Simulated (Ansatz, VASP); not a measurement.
## One calculation of NaIn2, two programs

```
Na In
1.0
     5.15563    0.00000    0.00000
    -2.57781    4.46491    0.00000
     0.00000    0.00000    3.54296
Na In
1 2
Cartesian
  0.0000 0.0000 0.0000
  0.0000 2.9766 1.7715
  2.5778 1.4883 1.7715
```

Alike in both runs: functional PBE; k mesh 12 × 12 × 14; occupations gaussian, width 0.1 eV; no spin polarisation.

Ansatz relaxed the structure, and its values are those at the end. VASP's run is a single point on that final structure, the one shown.

```csv
,VASP,Ansatz
version,VASP 6.6.1,Ansatz 0.2.0
potentials or method,"VASP PAW PBE potentials, release 64 (Na_pv, In_d), cutoff 520 eV","scalar-relativistic, plane waves, PAW"
valence electrons in the cell,33,35
```

```tsv
	VASP	Ansatz	Ansatz less VASP
gap on the k mesh at the Fermi level (eV)	none	none	-
pressure (GPa)	0.0	0.0	-0.04
```

A gap of «none» marks a metal or a gap that the smearing closes. VASP's potentials hold 33 valence electrons a cell and Ansatz's 35, so a difference there can come from the potentials and not from the codes.
